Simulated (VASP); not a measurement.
# Te (Im-3m) in VASP: single point with PBEsol

Aim: the single point of Te with PBEsol.

Everything below comes from runs of VASP 6.6.1. Logs are shortened: lines on timing, memory, paths and dates and some standing lists are left out, and cuts for length are marked.

## 1. The cell of the first run

Symmetry: Im-3m, No. 229, cubic system. Conventional cell: a = 3.473 Å, b = 3.473 Å, c = 3.473 Å, α = 90.00°, β = 90.00°, γ = 90.00°. Within 4.0 Å of Te (site symmetry m-3m) lie 14 Te at 3.01 to 3.47 Å.

## 2. Single point, PBEsol

The input, INCAR:

```
SYSTEM = Te
PREC = Accurate
ENCUT = 520
EDIFF = 1E-7
ISMEAR = -1
SIGMA = 0.05
LREAL = .FALSE.
LASPH = .TRUE.
NELM = 100
ALGO = Normal
ISIF = 2
LWAVE = .FALSE.
LCHARG = .FALSE.
GGA = PS
NBANDS = 9
```

The input, KPOINTS:

```
regular mesh
0
G
  9 9 9
  0 0 0
```

The input, POSCAR:

```
Te
1.0
    2.4558614971      1.4178922965      1.0025642096
   -2.4558614971      1.4178922965      1.0025642096
    0.0000000000     -2.8357845929      1.0025642096
Te
1
Direct
    0.5000000000      0.5000000000      0.5000000000
```

Potentials or basis: VASP PAW PBE potentials, release 64 (Te).

Run with:

```
$ cat potpaw_PBE.64/Te/POTCAR > POTCAR
$ mpirun -np 1 vasp_std > vasp.out
```

OUTCAR:

```text
SYSTEM = Te
   PREC = Accurate
   ENCUT = 520
   EDIFF = 1E-7
   ISMEAR = -1
   LREAL = .FALSE.
   LASPH = .TRUE.
   NELM = 100
   ISIF = 2
   GGA = PS

 ion  position               nearest neighbor table
   1  0.500  0.500  0.500-

  LATTYP: Found a trigonal (rhomboedric) cell.
 ALAT       =     3.0077914242
 COS(alpha) =    -0.3333442820

  Lattice vectors:

 A1 = (   2.4558614971,   1.4178922965,   1.0025642096)
 A2 = (  -2.4558614971,   1.4178922965,   1.0025642096)
 A3 = (   0.0000000000,  -2.8357845929,   1.0025642096)

Analysis of symmetry for initial positions (statically):
=====================================================================
 Subroutine PRICEL returns:
 Original cell was already a primitive cell.

 Routine SETGRP: Setting up the symmetry group for a
 trigonal (rhombohedral) supercell.

 Subroutine GETGRP returns: Found 12 space group operations
 (whereof 12 operations were pure point group operations)
 out of a pool of 12 trial point group operations.

The static configuration has the point symmetry D_3d.

Analysis of symmetry for dynamics (positions and initial velocities):
=====================================================================
 Subroutine PRICEL returns:
 Original cell was already a primitive cell.

 Routine SETGRP: Setting up the symmetry group for a
 trigonal (rhombohedral) supercell.

 Subroutine GETGRP returns: Found 12 space group operations
 (whereof 12 operations were pure point group operations)
 out of a pool of 12 trial point group operations.

The dynamic configuration has the point symmetry D_3d.

 Subroutine INISYM returns: Found 12 space group operations
 (whereof 12 operations are pure point group operations),
 and found     1 'primitive' translations

----------------------------------------------------------------------------------------

                                     Primitive cell

  volume of cell :      20.9465

  direct lattice vectors                    reciprocal lattice vectors
     2.455861497  1.417892297  1.002564210     0.203594543  0.117545364  0.332480783
    -2.455861497  1.417892297  1.002564210    -0.203594543  0.117545364  0.332480783
     0.000000000 -2.835784593  1.002564210     0.000000000 -0.235090729  0.332480783

  length of vectors
     3.007791424  3.007791424  3.007791424     0.407199118  0.407199118  0.407199118

[... 74 lines left out ...]
   LSORBIT =      F    spin-orbit coupling
   LASPH  =      T    aspherical Exc in radial PAW
   ENCUT  =  520.0 eV  38.22 Ry    6.18 a.u.   5.59  5.59  5.59*2*pi/ulx,y,z
   NELM   =    100;   NELMIN=  2; NELMDL= -5     # of ELM steps
   EDIFF  = 0.1E-06   stopping-criterion for ELM
   LREAL  =      F    real-space projection
   EDIFFG = 0.1E-05   stopping-criterion for IOM
   NSW    =      0    number of steps for IOM
   IBRION =     -1    ionic relax: 0-MD 1-quasi-New 2-CG
   NFREE  =      0    steps in history (QN), initial steepest desc. (CG)
   ISIF   =      2    stress and relaxation
   ISYM   =      2    0-nonsym 1-usesym 2-fastsym
   POTIM  = 0.5000    time-step for ionic-motion
   TEBEG  =    0.0;   TEEND  =   0.0 temperature during run
   PSTRESS=    0.0 pullay stress
   NELECT =       6.0000    total number of electrons
   NUPDOWN=      -1.0000    fix difference up-down
   EMIN   =  10.00;   EMAX   =-10.00  energy-range for DOS
   EFERMI =   0.00;   METHOD = LEGACY
   ISMEAR =    -1;   SIGMA  =   0.05  broadening in eV -4-tet -1-fermi 0-gaus
   EFERMI_NEDOS =   21; number of points for ismear=-14 and -15
   IALGO  =     38    algorithm
   IMIX   =      4    mixing-type and parameters
     AMIX     =   0.40;   BMIX     =  1.00
     AMIX_MAG =   1.60;   BMIX_MAG =  1.00
  volume/ion in A,a.u.               =      20.95       141.35
  Fermi-wavevector in a.u.,A,eV,Ry     =   1.079166  2.039329 15.845345  1.164600
  Thomas-Fermi vector in A             =   2.215124
   LORBIT       =      0    0 simple, 1 ext, 2 COOP (PROOUT), +10 PAW based schemes
   GGA     = PS    functional components
   LHFCALC =     F    Hartree Fock is set to
   AEXX    =    0.0000 exact exchange contribution
   IVDW    =     0    specifies the selected vdW correction
   LEPSILON=     F    determine dielectric tensor
   LRPA    =     F    only Hartree local field effects (RPA)
 non-spin polarized calculation
  energy-cutoff  :      520.00
  volume of cell :       20.95
 maximum number of plane-waves:       579
   NGX = 11   NGY = 11   NGZ = 11

 number of electron       5.9999999 magnetization

 Free energy of the ion-electron system (eV)
  ---------------------------------------------------
  ext. energy  EPLUGINS =         0.00000000
  ---------------------------------------------------
  free energy    TOTEN  =        -2.84266186 eV

  energy without entropy =       -2.83741173  energy(sigma->0) =       -2.84003680

 E-fermi :  12.6429     XC(G=0): -11.5846

 val. band max:       12.5578615098   @ k =  -0.4444   0.3333   0.3333
 cond. band min:      12.7070025373   @ k =  -0.1111   0.3333   0.1111
 fundamental gap:      0.1491410275
 Fermi energy:        12.6429310835

 k-point     1 :       0.0000    0.0000    0.0000
  band No.  band energies     occupation
      1      -4.2389      2.00000
      2      17.5720      0.00000
      3      17.5720      0.00000
      4      17.5728      0.00000
      5      23.2917      0.00000
      6      23.2922      0.00000
      7      23.2922      0.00000
      8      24.1855      0.00000
      9      24.1858      0.00000
[... 265 lines left out ...]
 k-point    24 :       0.4444    0.4444    0.0000
  band No.  band energies     occupation
      1       0.9653      2.00000
      2       4.3542      2.00000
      3      11.3981      2.00000
      4      14.3483      0.00000
      5      19.2379      0.00000
      6      21.2150      0.00000
      7      25.7976      0.00000
      8      26.7687      0.00000
      9      30.8137      0.00000

 [... further k-points ...]
[... 5 lines left out ...]
  --------------------------------------------------------------------------------------
  -------------------------------------------------------------------------------------
  Total        3.9489719      3.9489719      3.9502804      0.0000000      0.0000000      0.0000000
  in kB      302.0536350    302.0536350    302.1537178      0.0000000      0.0000000      0.0000000
  external PRESSURE =     302.0869959 kB  Pullay stress =       0.0000000 kB

 VOLUME and BASIS-vectors are now :
 -----------------------------------------------------------------------------
  energy-cutoff  :      520.00
  volume of cell :       20.95
      direct lattice vectors                 reciprocal lattice vectors
     2.455861497  1.417892297  1.002564210     0.203594543  0.117545364  0.332480783
    -2.455861497  1.417892297  1.002564210    -0.203594543  0.117545364  0.332480783
     0.000000000 -2.835784593  1.002564210     0.000000000 -0.235090729  0.332480783

 POSITION                                       TOTAL-FORCE (eV/Angst)
 -----------------------------------------------------------------------------------
      0.00000      0.00000      1.50385         0.000000      0.000000     -0.000000
 -----------------------------------------------------------------------------------
    total drift:                                0.000000      0.000000     -0.000000

  FREE ENERGIE OF THE ION-ELECTRON SYSTEM (eV)
  ---------------------------------------------------
  free  energy   TOTEN  =        -2.8426618636 eV

  energy  without entropy=       -2.8374117342  energy(sigma->0) =       -2.84003680
```

Wall time 22 s (1 thread of AMD EPYC 7R13, shared host); peak memory 0.12 GiB.

What came out:

| Item | Value |
| --- | --- |
| Free energy | -2.8427 eV |
| Pressure | 30.2 GPa |
| Band gap on the k mesh | zero (band 3 reaches 17.57 eV, above the bottom of band 4 at 8.31 eV) |

Caveat: the PAW data sets were made with another functional, which shifts forces and pressure a little; spin-orbit coupling is left out, which moves the levels of the heavy elements.
